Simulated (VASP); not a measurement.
The system is Br.

```
CELL_PARAMETERS angstrom
-1.28677 1.72000 3.57799
1.28677 -1.72000 3.57799
1.28677 1.72000 -3.57799
ATOMIC_POSITIONS crystal
Br 0.00000 0.00000 0.00000
```

Program: VASP 6.6.1. Alike in all runs: task single point; potentials or basis VASP PAW PBE potentials, release 64 (Br); no spin polarisation; cell as given; cutoff (eV) 500.

Problem. Order these runs on this cell by their pressure, lowest first.
A. level PBE; k mesh 2 × 2 × 2; smearing gaussian 0.1 eV
B. level PBE+D3(BJ); k mesh 2 × 2 × 3; smearing fermi-dirac 0.13 eV
C. level BLYP; k mesh 4 × 4 × 4, shifted; smearing tetrahedron
D. level RPBE+D3(BJ); k mesh 2 × 3 × 3; smearing gaussian 0.1 eV

Solution. D (-4.4 GPa), B (0.8 GPa), A (4.9 GPa), C (7.7 GPa).

Caveats: all runs use coarse meshes; an odd number of electrons without spin polarisation forces a metal; a magnetic or distorted state may lie lower; pairwise dispersion overbinds metals, which lowers pressure and volume (some runs); the PAW data sets were made with another functional, which shifts forces and pressure a little (some runs).
